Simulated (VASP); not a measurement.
A run of VASP 6.6.1:

File INCAR:

```
SYSTEM = SrAlO
PREC = Accurate
ENCUT = 520
EDIFF = 1E-6
ISMEAR = 0
SIGMA = 0.1
LREAL = .False.
LASPH = .True.
NELM = 150
ALGO = Normal
ISIF = 2
LWAVE = .False.
LCHARG = .False.
ISPIN = 2
MAGMOM = 0 0 1
LORBIT = 11
GGA = PE
NBANDS = 20
```

File KPOINTS:

```
Automatic mesh
0
Gamma
  6 6 4
  0 0 0
```

Contents of POSCAR:

```
SrAlO
1.0
    3.7363912199      0.0000000000      0.0000000000
    0.0000000000      3.7363912199      0.0000000000
    0.0000000000      0.0000000000      3.9930328241
Sr Al O
1 1 1
Direct
    0.0000000000      0.0000000000      0.0000000000
    0.5000000000      0.5000000000      0.5000000000
    0.5000000000      0.5000000000      0.0000000000
```

Potentials or basis: VASP PAW PBE potentials, release 64 (Sr_sv, Al, O).

Run with:

```console
$ cat potpaw_PBE.64/Sr_sv/POTCAR potpaw_PBE.64/Al/POTCAR potpaw_PBE.64/O/POTCAR > POTCAR
$ mpirun -np 1 vasp_std > vasp.out
```

Hardware: 1 thread of Intel(R) Xeon(R) Platinum 8259CL CPU @ 2.50GHz (Skylake/Cascade Lake) (shared host).

Question: How long does it take, and how much memory?

Answer: Run time: 40 s on 1 thread of Intel(R) Xeon(R) Platinum 8259CL CPU @ 2.50GHz (Skylake/Cascade Lake) (shared host), peak memory 0.21 GiB. Counts: scf iterations 14, k points 30.
